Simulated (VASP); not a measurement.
# MgTe (P6_3mc) in VASP: elastic constants with LDA

Aim: the elastic constants of MgTe with LDA.

Everything below comes from runs of VASP 6.6.1. Logs are shortened: lines on timing, memory, paths and dates and some standing lists are left out, and cuts for length are marked.

## (1) The cell of the first run

Symmetry: P6_3mc, No. 186, hexagonal system. The conventional cell has a = 4.509 Å, b = 4.509 Å, c = 7.337 Å, α = 90.00°, β = 90.00°, γ = 120.00°. Within 3.6 Å of Mg (site symmetry 3m) lie 4 Te at 2.76 Å. Te (site symmetry 3m) has 4 Mg at 2.76 Å within 3.6 Å.

## (2) Elastic constants, LDA

Contents of INCAR:

```
  PREC = Accurate
  ENCUT = 600
  EDIFF = 1E-8
  ISMEAR = 0
  SIGMA = 0.01
  LREAL = F
  LASPH = T
  NELM = 120
  ALGO = Normal
  ISIF = 3
  LWAVE = F
  LCHARG = T
  GGA = CA
  NBANDS = 16
  IBRION = 6
  NFREE = 2
  POTIM = 0.015
  NSW = 1
  GGA_COMPAT = F
```

Contents of KPOINTS:

```
regular mesh
0
Gamma
  6 6 4
```

Contents of POSCAR:

```
MgTe
1.0
    4.5092441912      0.0000000000      0.0000000000
   -2.2546220956      3.9051200215      0.0000000000
    0.0000000000      0.0000000000      7.3371987299
Mg Te
2 2
Direct
    0.3333333333      0.6666666667      0.0042655568
    0.6666666667      0.3333333333      0.5042655568
    0.3333333333      0.6666666667      0.3807344432
    0.6666666667      0.3333333333      0.8807344432
```

Potentials or basis: VASP PAW LDA potentials, release 64 (Mg, Te).

Launch:

```bash
> cat potpaw_LDA.64/Mg/POTCAR potpaw_LDA.64/Te/POTCAR > POTCAR
> mpirun -np 1 vasp_std > vasp.out
```

OUTCAR:

```text
PREC = Accurate
   ENCUT = 600
   EDIFF = 1E-8
   ISMEAR = 0
   LREAL = F
   LASPH = T
   NELM = 120
   ISIF = 3
   GGA = CA
   IBRION = 6
   NFREE = 2
   POTIM = 0.015
   NSW = 1

 ion  position               nearest neighbor table
   1  0.333  0.667  0.004-   4 2.76   4 2.76   4 2.76   3 2.76
   2  0.667  0.333  0.504-   3 2.76   3 2.76   3 2.76   4 2.76
   3  0.333  0.667  0.381-   2 2.76   2 2.76   2 2.76   1 2.76
   4  0.667  0.333  0.881-   1 2.76   1 2.76   1 2.76   2 2.76

  LATTYP: Found a hexagonal cell.
 ALAT       =     4.5092441912
 C/A-ratio  =     1.6271460180

  Lattice vectors:

 A1 = (   4.5092441912,   0.0000000000,   0.0000000000)
 A2 = (  -2.2546220956,   3.9051200215,   0.0000000000)
 A3 = (   0.0000000000,   0.0000000000,   7.3371987299)

Analysis of symmetry for initial positions (statically):
=====================================================================
 Subroutine PRICEL returns:
 Original cell was already a primitive cell.

 Routine SETGRP: Setting up the symmetry group for a
 hexagonal supercell.

 Subroutine GETGRP returns: Found 12 space group operations
 (whereof  6 operations were pure point group operations)
 out of a pool of 24 trial point group operations.

The static configuration has the point symmetry C_3v.
 The point group associated with its full space group is C_6v.

Analysis of symmetry for dynamics (positions and initial velocities):
=====================================================================
 Subroutine PRICEL returns:
 Original cell was already a primitive cell.

 Routine SETGRP: Setting up the symmetry group for a
 hexagonal supercell.

 Subroutine GETGRP returns: Found 12 space group operations
 (whereof  6 operations were pure point group operations)
 out of a pool of 24 trial point group operations.

The dynamic configuration has the point symmetry C_3v.
[... 343 lines left out ...]

 Free energy of the ion-electron system (eV)
  ---------------------------------------------------
  ext. energy  EPLUGINS =         0.00000000
  ---------------------------------------------------
  free energy    TOTEN  =       -14.61721435 eV

  energy without entropy =      -14.61721435  energy(sigma->0) =      -14.61721435

 E-fermi :   2.1422     XC(G=0):  -8.2949

 val. band max:        2.0572924739   @ k =   0.0000   0.0000   0.0000
 cond. band min:       4.5107696948   @ k =   0.0000   0.0000   0.0000
 fundamental gap:      2.4534772210
 Fermi energy:         2.1422450059

 k-point     1 :       0.0000    0.0000    0.0000
  band No.  band energies     occupation
      1      -8.3648      2.00000
      2      -7.7014      2.00000
      3      -1.3923      2.00000
      4       1.5445      2.00000
      5       1.5445      2.00000
      6       2.0503      2.00000
[... 476 lines left out ...]
  FREE ENERGIE OF THE ION-ELECTRON SYSTEM (eV)
  ---------------------------------------------------
  free  energy   TOTEN  =       -14.6172143461 eV

  energy  without entropy=      -14.6172143461  energy(sigma->0) =      -14.61721435

 INTERNAL STRAIN TENSORS FROM STRAINED CELLS
 ============================================

 INTERNAL STRAIN TENSOR FOR ION    1 for displacements in x,y,z  (eV/Angst):
          X           Y           Z          XY          YZ          ZX
  --------------------------------------------------------------------------------
  x     0.00000    -0.00000    -0.00000    -4.68521     0.00000    -3.49157
  y    -4.69736     4.72235     0.00000    -0.00000    -3.48193     0.00002
  z    -3.38251    -3.38507     6.75940    -0.00010    -0.00876     0.00001

 INTERNAL STRAIN TENSORS FROM DISPLACED ATOMS
 ============================================

 INTERNAL STRAIN TENSOR FOR ION    1 for displacements in x,y,z  (eV/Angst):
          X           Y           Z          XY          YZ          ZX
  --------------------------------------------------------------------------------
  x     0.00000     0.00000    -0.00000    -4.70297     0.00000    -3.49440
  y    -4.70297     4.70297     0.00000     0.00000    -3.49439     0.00000
  z    -3.35560    -3.35560     6.80199     0.00000     0.00000    -0.00000

 INTERNAL STRAIN TENSOR FOR ION    4 for displacements in x,y,z  (eV/Angst):
          X           Y           Z          XY          YZ          ZX
  --------------------------------------------------------------------------------
  x     0.00000     0.00000    -0.00000     5.48296    -0.00000     3.48792
  y     5.48296    -5.48296    -0.00000     0.00000     3.48792     0.00000
  z     3.37083     3.37083    -6.73619     0.00000     0.00000     0.00000

 Eigenvectors and eigenvalues of the dynamical matrix
 ----------------------------------------------------

   1 f  =    8.069294 THz    50.700867 2PiTHz  269.162659 cm-1    33.371902 meV
             X         Y         Z           dx          dy          dz
     -0.000000  2.603413  0.031297     0.000000   -0.000000   -0.698793
      2.254622  1.301707  3.699897     0.000000   -0.000000    0.698793
     -0.000000  2.603413  2.793524    -0.000000    0.000000    0.108115
      2.254622  1.301707  6.462124    -0.000000    0.000000   -0.108115
[... 71 lines left out ...]
  12 f/i=    0.000598 THz     0.003755 2PiTHz    0.019934 cm-1     0.002472 meV
             X         Y         Z           dx          dy          dz
     -0.000000  2.603413  0.031297    -0.117176    0.257373   -0.000000
      2.254622  1.301707  3.699897    -0.117176    0.257373   -0.000000
     -0.000000  2.603413  2.793524    -0.268542    0.589842   -0.000000
      2.254622  1.301707  6.462124    -0.268542    0.589842   -0.000000

--------------------------------------------------------------------------------------------------------

 ELASTIC MODULI CONTR FROM IONIC RELAXATION (kBar)
 Direction    XX          YY          ZZ          XY          YZ          ZX
 --------------------------------------------------------------------------------
 XX        -218.4304     90.2193    129.0244      0.0000     -0.0000      0.0000
 YY          90.2193   -218.4304    129.0244     -0.0000      0.0000     -0.0000
 ZZ         129.0244    129.0244   -259.6857     -0.0000     -0.0000      0.0000
 XY           0.0000     -0.0000     -0.0000   -154.3249     -0.0000      0.0000
 YZ           0.0000     -0.0000     -0.0000     -0.0000    -65.9986     -0.0000
 ZX           0.0000     -0.0000      0.0000     -0.0000     -0.0000    -65.9986
 --------------------------------------------------------------------------------

 TOTAL ELASTIC MODULI (kBar)
 Direction    XX          YY          ZZ          XY          YZ          ZX
 --------------------------------------------------------------------------------
 XX         560.2041    332.9994    284.0218      0.0000     -0.0000      0.0000
 YY         332.9994    560.2041    284.0218     -0.0000      0.0000     -0.0000
 ZZ         284.0218    284.0218    605.6243     -0.0000     -0.0000      0.0000
 XY           0.0000     -0.0000     -0.0000    113.6024     -0.0000      0.0000
 YZ           0.0000     -0.0000     -0.0000     -0.0000    100.7249     -0.0000
 ZX           0.0000     -0.0000      0.0000     -0.0000     -0.0000    100.7249
 --------------------------------------------------------------------------------
```

stdout:

```text
POSCAR found type information on POSCAR MgTe
 POSCAR found :  2 types and       4 ions
 scaLAPACK will be used
 LDA part: xc-table for (Slater(with rela. corr.)+CA(PZ))
 , standard interpolation
 POSCAR, INCAR and KPOINTS ok, starting setup
 FFT: planning ... GRIDC
 FFT: planning ... GRID_SOFT
 FFT: planning ... GRID
 WAVECAR not read
 entering main loop
 Found     4 degrees of freedom:
 Adding 6 more for cell shape distortion
 Finite differences POTIM= 0.01500 DOF=  10
 bond charge predicted
 Finite differences progress:
 bond charge predicted
 Finite differences progress:
 bond charge predicted
 Finite differences progress:
 bond charge predicted
 Finite differences progress:
 bond charge predicted
 Finite differences progress:
 bond charge predicted
 Finite differences progress:
 bond charge predicted
 Finite differences progress:
 bond charge predicted
 Finite differences progress:
 bond charge predicted
 Finite differences progress:
 bond charge predicted
 Finite differences progress:
 bond charge predicted
 Finite differences progress:
 bond charge predicted
 Finite differences progress:
 bond charge predicted
 Finite differences progress:
 bond charge predicted
 Finite differences progress:
 bond charge predicted
 Finite differences progress:
 bond charge predicted
 Finite differences progress:
 bond charge predicted
 Finite differences progress:
 bond charge predicted
 Finite differences progress:
 bond charge predicted
 Finite differences progress:
 bond charge predicted
 Finite differences progress:
```

Wall time 17 min (1 thread of Intel Xeon Platinum 8488C (Sapphire Rapids), shared host); peak memory 0.45 GiB.

What came out:

```yaml
Voigt_bulk_modulus: 39 GPa
Highest_phonon_frequency_at_Γ_LO-TO_splitting_left_out: 269 cm⁻¹
```

Phonon frequencies in cm⁻¹ (negative: imaginary):
| q point | frequencies |
| --- | --- |
| (0.000, 0.000, 0.000) | 0 0 0 36 36 117 241 243 243 247 247 269 |

Elastic tensor in Voigt notation (GPa, in the Cartesian axes of the cell as first typed):
```
56 33 28  0  0  0
33 56 28  0  0  0
28 28 61  0  0  0
 0  0  0 10  0  0
 0  0  0  0 10  0
 0  0  0  0  0 11
```

Clamped-ion elastic tensor (GPa):
```
78 24 15  0  0  0
24 78 15  0  0  0
15 15 87  0  0  0
 0  0  0 17  0  0
 0  0  0  0 17  0
 0  0  0  0  0 27
```

Caveat: spin-orbit coupling is left out, which moves the levels of the heavy elements.
